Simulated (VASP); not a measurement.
Input of a VASP 6.6.1 run:

INCAR

```
AGGAC = 1.0
AGGAX = 1.0
ALDAC = 0.0
ALDAX = 1.0
ALGO = Normal
EDIFF = 1E-6
ENCUT = 520
GGA = B5
ISIF = 2
ISMEAR = -1
LASPH = True
LCHARG = False
LREAL = False
LWAVE = False
NBANDS = 16
NELM = 80
PREC = Accurate
SIGMA = 0.05
```

Contents of KPOINTS:

```
k-points
0
Gamma
  8 8 8
```

Contents of POSCAR:

```
GaAs
1.0
    0.0000000000      2.8078772807      2.8078772807
    2.8078772807      0.0000000000      2.8078772807
    2.8078772807      2.8078772807      0.0000000000
As Ga
1 1
Direct
    0.7500000000      0.7500000000      0.7500000000
    0.0000000000      0.0000000000      0.0000000000
```

Potentials or basis: VASP PAW PBE potentials, release 64 (As, Ga_d).

The run is started by

```console
$ cat potpaw_PBE.64/As/POTCAR potpaw_PBE.64/Ga_d/POTCAR > POTCAR
$ mpirun -np 1 vasp_std > vasp.out
```

Estimate the band gap on the k mesh.

0.55 eV, direct.

Predict the pressure.

9.0 GPa.

Caveat: the PAW data sets were made with another functional, which shifts forces and pressure a little. A k mesh can miss the band edges.
